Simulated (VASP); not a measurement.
Pb, 3 atoms in the cell. The structure is hexagonal, space group P6/mmm (No. 191). Conventional cell: a = 5.698 Å, b = 5.698 Å, c = 3.438 Å, α = 90.00°, β = 90.00°, γ = 120.00°. Pb (site symmetry 6/mmm) has 14 Pb at 3.44 to 3.71 Å within 4.5 Å. Pb (site symmetry -6m2) has 11 Pb at 3.29 to 3.71 Å within 4.3 Å.  This cell differs from its parent crystal: volume scaled by 0.96.

```yaml
Program: VASP 6.6.1
Task: single point
Functional: RPBE
Potentials_or_basis: VASP PAW PBE potentials, release 64 (Pb_d)
Cutoff: 520 eV
k_mesh: 8 × 8 × 12
Occupations: fermi-dirac, width 0.1 eV
Spin: no spin polarisation
Dipole_correction: no
Further_INCAR_settings: ALGO = Normal; EDIFF = 1e-06; NBANDS = 28
```

Potentials or basis: VASP PAW PBE potentials, release 64 (Pb_d).

Launch:

```bash
$ cat potpaw_PBE.64/Pb_d/POTCAR > POTCAR
$ mpirun -np 1 vasp_std > vasp.out
```

Hardware: 1 thread of Intel(R) Xeon(R) 6975P-C (Granite Rapids), with other jobs on the host.

Question: How long does it take, and how much memory?

Answer: Wall time 72 s on 1 thread of Intel(R) Xeon(R) 6975P-C (Granite Rapids), with other jobs on the host, peak memory 0.3 GiB. Counts: scf iterations 13, k points 70.
